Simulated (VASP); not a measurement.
Input of a VASP 6.6.1 run:

Contents of POSCAR:

```
Ni2Ge
1.0
    0.0000000000      5.0451217414      5.0451217414
    5.0451217414      0.0000000000      5.0451217414
    5.0451217414      5.0451217414      0.0000000000
Ni Ge
4 2
Direct
    0.6250000000      0.6250000000      0.6250000000
    0.1250000000      0.6250000000      0.6250000000
    0.6250000000      0.6250000000      0.1250000000
    0.6250000000      0.1250000000      0.6250000000
    0.5000000000      0.5000000000      0.5000000000
    0.7500000000      0.7500000000      0.7500000000
```

File INCAR.step1:

```
SYSTEM = Ni2Ge
  ALGO = Normal
  EDIFF = 1E-4
  ENCUT = 520
  GGA = PE
  ISMEAR = 0
  LASPH = .TRUE.
  LCHARG = .FALSE.
  LREAL = .FALSE.
  LWAVE = .TRUE.
  NBANDS = 43
  NELM = 80
  PREC = Accurate
  SIGMA = 0.1
```

Contents of INCAR.step2:

```
SYSTEM = Ni2Ge
  ALGO = Normal
  EDIFF = 1E-6
  ENCUT = 520
  ISIF = 2
  ISMEAR = 0
  ISTART = 1
  LASPH = .TRUE.
  LCHARG = .FALSE.
  LMIXTAU = .TRUE.
  LREAL = .FALSE.
  LWAVE = .FALSE.
  METAGGA = R2SCAN
  NBANDS = 43
  NELM = 80
  PREC = Accurate
  SIGMA = 0.1
```

The input KPOINTS:

```
k-points
0
G
  4 4 4
  0 0 0
```

Potentials or basis: VASP PAW PBE potentials, release 64 (Ni, Ge_d).

The run is started by

```bash
$ cat potpaw_PBE.64/Ni/POTCAR potpaw_PBE.64/Ge_d/POTCAR > POTCAR
$ cp INCAR.step1 INCAR
$ mpirun -np 1 vasp_std > vasp.out
$ cp INCAR.step2 INCAR
$ mpirun -np 1 vasp_std > vasp.out
```

(1) Estimate the band gap on the k mesh.

(2) Predict the pressure.

Results:

(1) zero (bands 34 and 35 overlap by 0.39 eV).

(2) 0.3 GPa.

Caveat: the PAW data sets were made with another functional, which shifts forces and pressure a little.
